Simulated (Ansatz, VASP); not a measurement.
## One calculation of Bi, two programs

```xyz
1
Lattice="-1.9814 1.9814 1.9814 1.9814 -1.9814 1.9814 1.9814 1.9814 -1.9814" Properties=species:S:1:pos:R:3 pbc="T T T"
Bi    0.0000    0.0000    0.0000
```

Alike in both runs: task relaxation of cell and atoms; functional HF; k mesh 5 × 5 × 5; occupations fermi-dirac, width 0.05 eV; no spin polarisation.

```csv
,VASP,Ansatz
version,VASP 6.6.1,Ansatz 0.2.0
potentials or method,"VASP PAW PBE potentials, release 64 (Bi_d)",Ansatz PAW
plane-wave cutoff (eV),600,420
valence electrons in the cell,15,15
```

Ansatz gave:

| Quantity | Value |
| --- | --- |
| gap on the k mesh at the Fermi level, each at its own relaxed structure (eV) | none |
| relaxed volume (Å³/atom) | 31.79 |
| relaxed cell length with the largest relative difference (Å) | 3.456 |

Question: What did VASP give for the same quantities?

Answer: gap on the k mesh at the Fermi level, each at its own relaxed structure (eV): none; relaxed volume (Å³/atom): 32.68; relaxed cell length with the largest relative difference (Å): 3.489.

VASP's potentials were made for PBE, not for HF. A gap of «none» marks a metal or a gap that the smearing closes.

The k mesh is coarse, so the values compare programs but aren't converged. Neither program's run includes spin-orbit coupling. Noted on Ansatz's run: the plane-wave basis is chosen anew once the cell has moved, so the energies of steps on either side of that aren't comparable.
